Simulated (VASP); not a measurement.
Input of a VASP 6.6.1 run:

File INCAR:

```
ALGO     = Normal         # electronic algorithm
EDIFF    = 1E-6           # SCF threshold, eV
ENCUT    = 520            # plane-wave cutoff, eV
GGA      = RP             # functional
ISIF     = 2              # what is computed and relaxed
ISMEAR   = -1             # smearing method
LASPH    = True           # aspherical terms in the spheres
LCHARG   = True           # write CHGCAR
LELF     = True           # ELF
LREAL    = False          # projectors in reciprocal space
LVHAR    = True         
LWAVE    = False          # write WAVECAR
NBANDS   = 28             # bands
NELM     = 100            # most SCF steps
PREC     = Accurate       # precision mode
SIGMA    = 0.1            # smearing width, eV
```

KPOINTS

```
k-points
0
Gamma
  14 14 4
```

File POSCAR:

```
Pt
1.0
    2.6894695094      0.0000000000      0.0000000000
   -1.3447347547      2.3291489178      0.0000000000
    0.0000000000      0.0000000000      8.9849724712
Pt
4
Direct
    1.0000000000      1.0000000000      0.0000000000
    1.0000000000      0.0000000000      0.5000000000
    0.3333333333      0.6666666667      0.2500000000
    0.6666666667      0.3333333333      0.7500000000
```

Potentials or basis: VASP PAW PBE potentials, release 64 (Pt).

Launch:

```console
$ cat potpaw_PBE.64/Pt/POTCAR > POTCAR
$ mpirun -np 1 vasp_std > vasp.out
```

**Question.** What does it give for the band gap on the k mesh?

**Answer.** Zero (band 20 reaches 13.20 eV, above the bottom of band 21 at 11.64 eV).

**Question.** Predict the pressure.

**Answer.** 40.2 GPa.

Stress tensor (GPa, compression positive):
```
40.77  0.00  0.00
 0.00 40.77  0.00
 0.00  0.00 38.95
```

Caveat: the PAW data sets were made with another functional, which shifts forces and pressure a little; spin-orbit coupling is left out, which moves the levels of the heavy elements.
